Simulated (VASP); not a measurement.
Wanted: the native input for a VASP 6.6.1 run.

```yaml
Task: single point
Functional: LDA
Potentials_or_basis: VASP PAW LDA potentials, release 64 (La, Tl_d)
Cutoff: 520 eV
k_mesh: 8 × 8 × 8
Occupations: fermi-dirac, width 0.08 eV
Spin: no spin polarisation
Dipole_correction: no
Further_INCAR_settings: ALGO = Normal; EDIFF = 1e-07; NBANDS = 31
```

The structure of La3Tl lies in POSCAR:

```
La3Tl
1.0
    5.1612000000      0.0000000000      0.0000000000
    0.0000000000      5.1612000000      0.0000000000
    0.0000000000      0.0000000000      5.0600000000
La Tl
3 1
Direct
    0.0000000000      0.5000000000      0.5000000000
    0.5000000000      0.0000000000      0.5000000000
    0.5000000000      0.5000000000      0.0000000000
    0.0000000000      0.0000000000      0.0000000000
```

This cell differs from its parent crystal: equal xx and yy strain of +2 %.

These files were run (other wordings do the same):

INCAR

```
SYSTEM = La3Tl
PREC = Accurate
ENCUT = 520
EDIFF = 1E-7
ISMEAR = -1
SIGMA = 0.08
LREAL = .FALSE.
LASPH = .TRUE.
NELM = 80
ALGO = Normal
ISIF = 2
LWAVE = .FALSE.
LCHARG = .TRUE.
LELF = .TRUE.
LVHAR = .TRUE.
NBANDS = 31
```

KPOINTS

```
Automatic mesh
0
G
  8 8 8
  0 0 0
```

Potentials or basis: VASP PAW LDA potentials, release 64 (La, Tl_d).

The run is started by

```bash
$ cat potpaw_LDA.64/La/POTCAR potpaw_LDA.64/Tl_d/POTCAR > POTCAR
$ mpirun -np 1 vasp_std > vasp.out
```

It gave:

```
Pressure               : -4.8 GPa
Band gap on the k mesh : zero (band 23 reaches 7.93 eV, above the bottom of band 24 at 6.98 eV)
```

Caveat: the cell differs from its parent crystal (equal xx and yy strain of +2 %); spin-orbit coupling is left out, which moves the levels of the heavy elements.

Wall time 12 min on 1 thread of Oxide Virtual Turin-like Processor, on a shared host, peak memory 0.39 GiB.
